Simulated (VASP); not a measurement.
# W (Fd-3m) in VASP: single point with PBE

Aim: the single point of W with PBE.

Program: VASP 6.6.1. These are calculated values, not measurements. Logs are shortened: lines on timing, memory, paths and dates and some standing lists are left out, and cuts for length are marked.

## 1. The cell of the first run

Symmetry: Fd-3m, No. 227, cubic system. The conventional cell has a = 5.832 Å, b = 5.832 Å, c = 5.832 Å, α = 90.00°, β = 90.00°, γ = 90.00°. Within 3.3 Å of W (site symmetry -43m) lie 4 W at 2.53 Å.

This isn't the form of W at room conditions, which is bcc.

## 2. Single point, PBE

File POSCAR:

```
W
1.0
    0.0000000000      2.9158088903      2.9158088903
    2.9158088903      0.0000000000      2.9158088903
    2.9158088903      2.9158088903      0.0000000000
W
2
Direct
   -0.1250000000     -0.1250000000     -0.1250000000
    0.1250000000      0.1250000000      0.1250000000
```

File INCAR.step1:

```
SYSTEM = W
ALGO     = Normal         ! electronic algorithm
EDIFF    = 1E-6           ! SCF threshold, eV
ENCUT    = 520            ! plane-wave cutoff, eV
GGA      = PE             ! functional
ISIF     = 2              ! what is computed and relaxed
ISMEAR   = -1             ! smearing method
LASPH    = .TRUE.         ! aspherical terms in the spheres
LCHARG   = .TRUE.         ! write CHGCAR
LMAXMIX  = 4              ! l up to which the mixer works
LREAL    = .FALSE.        ! projectors in reciprocal space
LWAVE    = .FALSE.        ! write WAVECAR
NBANDS   = 21             ! bands
NELM     = 60             ! most SCF steps
PREC     = Accurate       ! precision mode
SIGMA    = 0.1            ! smearing width, eV
```

File KPOINTS.step1:

```
k-points
0
G
  12 12 12
  0 0 0
```

File INCAR.step2:

```
SYSTEM = W
ALGO     = Normal         ! electronic algorithm
EDIFF    = 1E-6           ! SCF threshold, eV
ENCUT    = 520            ! plane-wave cutoff, eV
GGA      = PE             ! functional
ICHARG   = 11             ! starting density
ISIF     = 2              ! what is computed and relaxed
ISMEAR   = -5             ! smearing method
LASPH    = .TRUE.         ! aspherical terms in the spheres
LCHARG   = .FALSE.        ! write CHGCAR
LMAXMIX  = 4              ! l up to which the mixer works
LORBIT   = 11             ! projections on sites
LREAL    = .FALSE.        ! projectors in reciprocal space
LWAVE    = .FALSE.        ! write WAVECAR
NEDOS    = 2001           ! points of the DOS
NELM     = 60             ! most SCF steps
PREC     = Accurate       ! precision mode
SIGMA    = 0.1            ! smearing width, eV
```

File KPOINTS.step2:

```
k-points
0
G
  18 18 18
  0 0 0
```

Potentials or basis: VASP PAW PBE potentials, release 64 (W_sv).

Started as:

```sh
$ cat potpaw_PBE.64/W_sv/POTCAR > POTCAR
$ cp INCAR.step1 INCAR
$ cp KPOINTS.step1 KPOINTS
$ mpirun -np 1 vasp_std > vasp.out
$ cp INCAR.step2 INCAR
$ cp KPOINTS.step2 KPOINTS
$ mpirun -np 1 vasp_std > vasp.out
```

OUTCAR:

```text
SYSTEM = W
   EDIFF = 1E-6
   ENCUT = 520
   GGA = PE
   ICHARG = 11
   ISIF = 2
   ISMEAR = -5
   LASPH = .TRUE.
   LORBIT = 11
   LREAL = .FALSE.
   NELM = 60
   PREC = Accurate

 ion  position               nearest neighbor table
   1  0.875  0.875  0.875-   2 2.53   2 2.53   2 2.53   2 2.53
   2  0.125  0.125  0.125-   1 2.53   1 2.53   1 2.53   1 2.53

  LATTYP: Found a face centered cubic cell.
 ALAT       =     5.8316177806

  Lattice vectors:

 A1 = (   0.0000000000,   2.9158088903,   2.9158088903)
 A2 = (   2.9158088903,   0.0000000000,   2.9158088903)
 A3 = (   2.9158088903,   2.9158088903,   0.0000000000)

Analysis of symmetry for initial positions (statically):
=====================================================================
 Subroutine PRICEL returns:
 Original cell was already a primitive cell.

 Routine SETGRP: Setting up the symmetry group for a
 face centered cubic supercell.

 Subroutine GETGRP returns: Found 48 space group operations
 (whereof 12 operations were pure point group operations)
 out of a pool of 48 trial point group operations.

The static configuration has the point symmetry D_3d.
 The point group associated with its full space group is O_h .

Analysis of symmetry for dynamics (positions and initial velocities):
=====================================================================
 Subroutine PRICEL returns:
 Original cell was already a primitive cell.

 Routine SETGRP: Setting up the symmetry group for a
 face centered cubic supercell.

 Subroutine GETGRP returns: Found 48 space group operations
 (whereof 12 operations were pure point group operations)
 out of a pool of 48 trial point group operations.

The dynamic configuration has the point symmetry D_3d.
 The point group associated with its full space group is O_h .

 Subroutine INISYM returns: Found 48 space group operations
 (whereof 12 operations are pure point group operations),
 and found     1 'primitive' translations

----------------------------------------------------------------------------------------

                                     Primitive cell

  volume of cell :      49.5801

  direct lattice vectors                    reciprocal lattice vectors
     0.000000000  2.915808890  2.915808890    -0.171479003  0.171479003  0.171479003
     2.915808890  0.000000000  2.915808890     0.171479003 -0.171479003  0.171479003
     2.915808890  2.915808890  0.000000000     0.171479003  0.171479003 -0.171479003

  length of vectors
     4.123576478  4.123576478  4.123576478     0.297010345  0.297010345  0.297010345

  position of ions in fractional coordinates (direct lattice)
     0.875000000  0.875000000  0.875000000
     0.125000000  0.125000000  0.125000000

  ion indices of the primitive-cell ions
   primitive index   ion index
                 1           1
                 2           2

----------------------------------------------------------------------------------------

 KPOINTS: k-points

Automatic generation of k-mesh.
 Grid dimensions read from file:
 generate k-points for:   18   18   18

 Generating k-lattice:

  Cartesian coordinates                     Fractional coordinates (reciprocal lattice)
    -0.009526611  0.009526611  0.009526611     0.055555556  0.000000000  0.000000000
     0.009526611 -0.009526611  0.009526611     0.000000000  0.055555556  0.000000000
     0.009526611  0.009526611 -0.009526611     0.000000000  0.000000000  0.055555556

  Length of vectors
     0.016500575  0.016500575  0.016500575

  Shift w.r.t. Gamma in fractional coordinates (k-lattice)
     0.000000000  0.000000000  0.000000000

 TETIRR: Found    806 inequivalent tetrahedra from    34992

 Subroutine IBZKPT returns following result:
 ===========================================

 Found    195 irreducible k-points:

 Following reciprocal coordinates:
            Coordinates               Weight
  0.000000  0.000000  0.000000      1.000000
  0.055556  0.000000  0.000000      8.000000
  0.111111  0.000000  0.000000      8.000000
  0.166667  0.000000  0.000000      8.000000
  0.222222  0.000000  0.000000      8.000000
  0.277778  0.000000  0.000000      8.000000
[... 16 lines left out ...]
 -0.277778  0.055556  0.000000     24.000000
 -0.222222  0.055556  0.000000     24.000000
 [... further k-points ...]
   k-points           NKPTS =    195   k-points in BZ     NKDIM =    195   number of bands    NBANDS=     18
   number of dos      NEDOS =   2001   number of ions     NIONS =      2
   total plane-waves  NPLWV =  32768
   dimension x,y,z NGX =    32 NGY =   32 NGZ =   32
   dimension x,y,z NGXF=    64 NGYF=   64 NGZF=   64
   ions per type =               2
   NGX,Y,Z   is equivalent  to a cutoff of  12.90, 12.90, 12.90 a.u.
   NGXF,Y,Z  is equivalent  to a cutoff of  25.80, 25.80, 25.80 a.u.
 SYSTEM =  W
   PREC   = accura    normal or accurate (medium, high low for compatibility)
   ISTART =      0    job   : 0-new  1-cont  2-samecut
   ICHARG =     11    charge: 1-file 2-atom 10-const
   ISPIN  =      1    spin polarized calculation?
   LNONCOLLINEAR =      F non collinear calculations
   LSORBIT =      F    spin-orbit coupling
   LASPH  =      T    aspherical Exc in radial PAW
   ENCUT  =  520.0 eV  38.22 Ry    6.18 a.u.   7.67  7.67  7.67*2*pi/ulx,y,z
   NELM   =     60;   NELMIN=  2; NELMDL=  0     # of ELM steps
   EDIFF  = 0.1E-05   stopping-criterion for ELM
   LREAL  =      F    real-space projection
[... 7 lines left out ...]
   TEBEG  =    0.0;   TEEND  =   0.0 temperature during run
   PSTRESS=    0.0 pullay stress
   NELECT =      28.0000    total number of electrons
   NUPDOWN=      -1.0000    fix difference up-down
   EMIN   =  10.00;   EMAX   =-10.00  energy-range for DOS
   EFERMI =   0.00;   METHOD = LEGACY
   ISMEAR =    -5;   SIGMA  =   0.10  broadening in eV -4-tet -1-fermi 0-gaus
   EFERMI_NEDOS =   21; number of points for ismear=-14 and -15
   IALGO  =     38    algorithm
   IMIX   =      4    mixing-type and parameters
     AMIX     =   0.40;   BMIX     =  1.00
     AMIX_MAG =   1.60;   BMIX_MAG =  1.00
  volume/ion in A,a.u.               =      24.79       167.29
  Fermi-wavevector in a.u.,A,eV,Ry     =   1.353189  2.557156 24.913906  1.831120
  Thomas-Fermi vector in A             =   2.480465
   LORBIT       =     11    0 simple, 1 ext, 2 COOP (PROOUT), +10 PAW based schemes
   GGA     = PE    functional components
   LHFCALC =     F    Hartree Fock is set to
   AEXX    =    0.0000 exact exchange contribution
   IVDW    =     0    specifies the selected vdW correction
   LEPSILON=     F    determine dielectric tensor
   LRPA    =     F    only Hartree local field effects (RPA)
 non-spin polarized calculation
 Fermi weights with tetrahedron method with Bloechl corrections
  energy-cutoff  :      520.00
  volume of cell :       49.58
 maximum number of plane-waves:      1363

 number of electron      28.0000000 magnetization

 Free energy of the ion-electron system (eV)
  ---------------------------------------------------
  ext. energy  EPLUGINS =         0.00000000
  ---------------------------------------------------
  free energy    TOTEN  =       -20.59498488 eV

  energy without entropy =      -20.59498488  energy(sigma->0) =      -20.59498488

 E-fermi :   5.2203     XC(G=0): -10.7714

 val. band max:        5.2710614694   @ k =  -0.2222   0.3889   0.1667
 cond. band min:       5.1525938882   @ k =  -0.4444   0.3889   0.1111
 fundamental gap:     -0.1184675812
 Fermi energy:         5.2203045821

 k-point     1 :       0.0000    0.0000    0.0000
  band No.  band energies     occupation
      1     -67.9448      2.00000
      2     -67.6325      2.00000
      3     -32.5247      2.00000
      4     -32.5247      2.00000
      5     -32.5247      2.00000
      6     -31.6202      2.00000
[... 10 lines left out ...]
     17       6.7487      0.00000
     18      10.4652      0.00000

 k-point     2 :       0.0556    0.0000    0.0000
  band No.  band energies     occupation
      1     -67.9430      2.00000
      2     -67.6343      2.00000
      3     -32.5280      2.00000
      4     -32.5280      2.00000
      5     -32.5241      2.00000
      6     -31.6211      2.00000
[... 10 lines left out ...]
     17       6.7387      0.00000
     18      10.4553      0.00000

 k-point     3 :       0.1111    0.0000    0.0000
  band No.  band energies     occupation
      1     -67.9379      2.00000
      2     -67.6396      2.00000
      3     -32.5373      2.00000
      4     -32.5373      2.00000
      5     -32.5226      2.00000
      6     -31.6236      2.00000
[... 10 lines left out ...]
     17       6.7195      0.00000
     18      10.4241      0.00000

 k-point     4 :       0.1667    0.0000    0.0000
  band No.  band energies     occupation
      1     -67.9296      2.00000
      2     -67.6481      2.00000
      3     -32.5513      2.00000
      4     -32.5513      2.00000
      5     -32.5203      2.00000
      6     -31.6273      2.00000
[... 375 lines left out ...]
      4     -32.6020      2.00000
      5     -32.4941      2.00000
      6     -31.6583      2.00000
[... 10 lines left out ...]
     17       7.5004      0.00000
     18       9.5768      0.00000

 k-point    23 :      -0.2778    0.0556    0.0000
  band No.  band energies     occupation
      1     -67.9000      2.00000
      2     -67.6783      2.00000
      3     -32.6098      2.00000
      4     -32.5863      2.00000
      5     -32.4987      2.00000
      6     -31.6525      2.00000
[... 10 lines left out ...]
     17       7.2123      0.00000
     18       9.7775      0.00000

 k-point    24 :      -0.2222    0.0556    0.0000
  band No.  band energies     occupation
      1     -67.9131      2.00000
      2     -67.6649      2.00000
      3     -32.5922      2.00000
      4     -32.5693      2.00000
      5     -32.5039      2.00000
      6     -31.6458      2.00000
[... 10 lines left out ...]
     17       6.9859      0.00000
     18       9.9623      0.00000

 [... further k-points ...]

------------------------ aborting loop because EDIFF is reached ----------------------------------------

  FORCE on cell =-STRESS in cart. coord.  units (eV):
  Direction    XX          YY          ZZ          XY          YZ          ZX
  --------------------------------------------------------------------------------------
  -------------------------------------------------------------------------------------
  Total        0.1391450      0.1391450      0.1391450      0.0000000     -0.0000000      0.0000000
  in kB        4.4964624      4.4964624      4.4964624      0.0000000     -0.0000000      0.0000000
  external PRESSURE =       4.4964624 kB  Pullay stress =       0.0000000 kB

 VOLUME and BASIS-vectors are now :
 -----------------------------------------------------------------------------
  energy-cutoff  :      520.00
  volume of cell :       49.58
      direct lattice vectors                 reciprocal lattice vectors
     0.000000000  2.915808890  2.915808890    -0.171479003  0.171479003  0.171479003
     2.915808890  0.000000000  2.915808890     0.171479003 -0.171479003  0.171479003
     2.915808890  2.915808890  0.000000000     0.171479003  0.171479003 -0.171479003

 POSITION                                       TOTAL-FORCE (eV/Angst)
 -----------------------------------------------------------------------------------
      5.10267      5.10267      5.10267         0.000000     -0.000000      0.000000
      0.72895      0.72895      0.72895        -0.000000      0.000000     -0.000000
 -----------------------------------------------------------------------------------
    total drift:                                0.000000      0.000000     -0.000000

  FREE ENERGIE OF THE ION-ELECTRON SYSTEM (eV)
  ---------------------------------------------------
  free  energy   TOTEN  =       -20.5949848776 eV

  energy  without entropy=      -20.5949848776  energy(sigma->0) =      -20.59498488

 total charge

# of ion       s       p       d       tot
------------------------------------------
    1        2.530   6.119   3.551  12.200
    2        2.530   6.119   3.551  12.200
--------------------------------------------------
tot          5.060  12.238   7.101  24.400
```

It took 3 min on 1 thread of Intel Xeon 8259CL, shared host; peak memory 0.28 GiB.

Results:

```
Valence electrons inside the program's atomic spheres : W 12.20
```

Levels at points of the mesh, in eV from the Fermi level:
| k point | band 11 | band 12 | band 13 | band 14 | band 15 | band 16 | band 17 | band 18 |
| --- | --- | --- | --- | --- | --- | --- | --- | --- |
| (0.00, 0.00, 0.00) | -1.85 | -1.09 | -1.09 | -1.09 | 1.53 | 1.53 | 1.53 | 5.24 |
| (0.50, 0.00, 0.00) | -1.64 | -1.64 | -1.24 | -1.24 | -0.44 | 2.67 | 2.67 | 4.26 |
| (0.50, 0.50, 0.00) | -1.33 | -1.33 | -1.16 | -1.16 | 1.07 | 1.07 | 4.59 | 4.60 |

Caveat: spin-orbit coupling is left out, which moves the levels of the heavy elements.
